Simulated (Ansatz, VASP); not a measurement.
# Si4N: VASP beside Ansatz

```xyz
5
Lattice="-2.6538 2.6538 2.6538 2.6538 -2.6538 2.6538 2.6538 2.6538 -2.6538" Properties=species:S:1:pos:R:3 pbc="T T T"
Si    1.5717   -1.5717    1.5717
Si    1.0821    1.0821    1.0821
Si    1.5717    1.5717   -1.5717
Si   -1.5717    1.5717    1.5717
N     0.0000    0.0000    0.0000
```

Change from the starting cell: species swapped into the GeF4 type (I-43m, No. 217).

Alike in both runs: functional PBE; k mesh 10 × 10 × 10; occupations gaussian, width 0.1 eV; no spin polarisation.

Ansatz relaxed the structure, and its values are those at the end. VASP's run is a single point on that final structure, the one shown.

|  | VASP | Ansatz |
| --- | --- | --- |
| version | VASP 6.6.1 | Ansatz 0.2.0 |
| potentials or method | VASP PAW PBE potentials, release 64 (Si, N), cutoff 520 eV | scalar-relativistic, plane waves, PAW |
| valence electrons in the cell | 21 | 21 |

|  | VASP | Ansatz | Ansatz less VASP |
| --- | --- | --- | --- |
| gap on the k mesh at the Fermi level (eV) | none | none | - |
| pressure (GPa) | -0.1 | 0.0 | +0.07 |
| rms of the force components (eV/Å) | 0.005 | 0.000 | -0.0044 |

A gap of «none» marks a metal or a gap that the smearing closes.
